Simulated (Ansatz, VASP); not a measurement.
## TiB2: VASP beside Ansatz

File INCAR:

```
PREC     = Accurate       # precision mode
ENCUT    = 520            # plane-wave cutoff, eV
EDIFF    = 1E-7           # SCF threshold, eV
ISMEAR   = 1              # smearing method
SIGMA    = 0.05           # smearing width, eV
LREAL    = False          # projectors in reciprocal space
LASPH    = True           # aspherical terms in the spheres
NELM     = 60             # most SCF steps
ALGO     = Normal         # electronic algorithm
ISIF     = 2              # what is computed and relaxed
LWAVE    = False          # write WAVECAR
LCHARG   = True           # write CHGCAR
GGA      = PS             # functional
LELF     = True           # ELF
LVHAR    = True         
NBANDS   = 16             # bands
```

The input KPOINTS:

```
regular mesh
0
Gamma
  11 11 9
```

POSCAR

```
TiB2
1.0
    3.0292000000      0.0000000000      0.0000000000
   -1.5146000000      2.6233641500      0.0000000000
    0.0000000000      0.0000000000      3.2284000000
Ti B
1 2
Direct
    0.0000000000      0.0000000000      0.0000000000
    0.3333333333      0.6666666667      0.5000000000
    0.6666666667      0.3333333333      0.5000000000
```

Input for Ansatz:

```yaml
crystal:
  lattice:
    - [3.0292, 0.0, 0.0]
    - [-1.5146, 2.62336415, 0.0]
    - [0.0, 0.0, 3.2284]
  atoms:
    - { symbol: Ti, position: [0.0, 0.0, 0.0] }
    - { symbol: B, position: [0.3333333333333333, 0.6666666666666666, 0.5] }
    - { symbol: B, position: [0.6666666666666666, 0.3333333333333333, 0.5] }
basis:
  ecutwfc: 475.0
kpoints:
  mp_grid:
    grid: [11, 11, 9]
hamiltonian:
  xc: pbesol
scf:
  convergence:
    dr2_threshold: 1.0e-09
  occupations:
    method: cold
    width: 0.05
output:
  stress: true
```

Alike in both runs: task single point; functional PBEsol; k mesh 11 × 11 × 9; no spin polarisation.

```csv
,VASP,Ansatz
version,VASP 6.6.1,Ansatz 0.2.0
potentials or method,"VASP PAW PBE potentials, release 64 (Ti_sv, B), cutoff 520 eV","plane waves, PAW"
occupations,"methfessel-paxton of order 1, width 0.05 eV","cold, width 0.05 eV"
valence electrons in the cell,18,18
```

Ansatz gave:

```
pressure (GPa)                                                : -5.2
traceless stress, the component that is largest in VASP (GPa) : -1.83
```

Problem. Which values does VASP return?

Solution. Pressure (GPa): -4.8; traceless stress, the component that is largest in VASP (GPa): -1.89.

VASP's potentials were made for PBE, not for PBEsol. Ansatz's warnings: stress scf threshold loose.
